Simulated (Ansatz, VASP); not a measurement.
One calculation of BeZnSe2, two programs

```
Be Se Zn
1.0
     3.81312    0.00000    0.00000
     0.00000    3.81312    0.00000
     0.00000    0.00000    5.46599
Be Se Zn
1 2 1
Direct
  0.00000 0.00000 0.00000
  0.00000 0.50000 0.22500
  0.50000 0.00000 0.77500
  0.50000 0.50000 0.50000
```

Alike in both runs: task single point; functional PBE; k mesh 6 × 6 × 6; non-collinear spin, spin-orbit coupling.

```csv
,VASP,Ansatz
version,VASP 6.6.1,Ansatz 0.2.0
potentials or method,"VASP PAW PBE potentials, release 64 (Be, Se, Zn)","plane waves, PAW"
plane-wave cutoff (eV),520,420
occupations,"gaussian, width 0.01 eV",fixed
valence electrons in the cell,26,46
```

|  | VASP | Ansatz | Ansatz less VASP |
| --- | --- | --- | --- |
| pressure (GPa) | 1.8 | 1.6 | -0.23 |
| rms of the force components (eV/Å) | 0.074 | 0.069 | -0.0059 |
| net moment per atom (μB) | 0.00 | 0.00 | 0.000 |

VASP's potentials hold 26 valence electrons a cell and Ansatz's 46, so a difference there can come from the potentials and not from the codes.
